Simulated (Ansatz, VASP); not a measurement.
**Two plane-wave programs on Y2TaN3**

```
CELL_PARAMETERS angstrom
3.31946 0.00000 0.00000
-1.65973 2.87474 0.00000
0.00000 0.00000 8.18312
ATOMIC_POSITIONS crystal
Y 0.33333 0.66667 0.67444
Y 0.66667 0.33333 0.32556
Ta 0.00000 0.00000 0.00000
N 0.00000 0.00000 0.50000
N 0.33333 0.66667 0.14187
N 0.66667 0.33333 0.85813
```

Change from the starting cell: relaxed end of: species swapped into the Zr3HC2 type (P-3m1, No. 164).

Alike in both runs: functional PBE; k mesh 12 × 12 × 6; occupations gaussian, width 0.1 eV; no spin polarisation.

Ansatz relaxed the structure, and its values are those at the end. VASP's run is a single point on that final structure, the one shown.

```csv
,VASP,Ansatz
version,VASP 6.6.1,Ansatz 0.2.0
potentials or method,"VASP PAW PBE potentials, release 64 (Y_sv, Ta_pv, N), cutoff 520 eV","scalar-relativistic, plane waves, PAW"
valence electrons in the cell,48,50
```

```csv
,VASP,Ansatz,Ansatz less VASP
gap on the k mesh at the Fermi level (eV),none,none,-
pressure (GPa),0.0,0.0,+0.01
rms of the force components (eV/Å),0.015,0.003,-0.0116
```

A gap of «none» marks a metal or a gap that the smearing closes. The functional is the same, so the differences come from potentials, cutoffs and numerics. VASP's potentials hold 48 valence electrons a cell and Ansatz's 50, so a difference there can come from the potentials and not from the codes.

Spin-orbit coupling is off throughout.
